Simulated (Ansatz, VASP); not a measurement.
Rh in VASP and in Ansatz

```
Rh
1.0
     0.00000    1.90868    1.90868
     1.90155    0.00713    1.90155
     1.90155    1.90155    0.00713
Rh
1
Direct
  0.00000 0.00000 0.00000
```

Change from the starting cell: strain +0.0075 x Voigt [0, 0, 0, 1, 0, 0], atoms carried along.

Alike in both runs: task single point; functional PBEsol; k mesh 22 × 22 × 22; occupations gaussian, width 0.15 eV; no spin polarisation.

|  | VASP | Ansatz |
| --- | --- | --- |
| version | VASP 6.6.1 | Ansatz 0.2.0 |
| potentials or method | VASP PAW PBE potentials, release 64 (Rh_pv), cutoff 520 eV | scalar-relativistic, plane waves, PAW |
| valence electrons in the cell | 15 | 17 |

|  | VASP | Ansatz | Ansatz less VASP |
| --- | --- | --- | --- |
| gap on the k mesh at the Fermi level (eV) | none | none | - |
| pressure (GPa) | -5.1 | -5.1 | +0.06 |
| traceless stress, the component that is largest in VASP (GPa) | -1.50 | -1.50 | -0.001 |

VASP's potentials were made for PBE, not for PBEsol. A gap of «none» marks a metal or a gap that the smearing closes. VASP's potentials hold 15 valence electrons a cell and Ansatz's 17, so a difference there can come from the potentials and not from the codes.
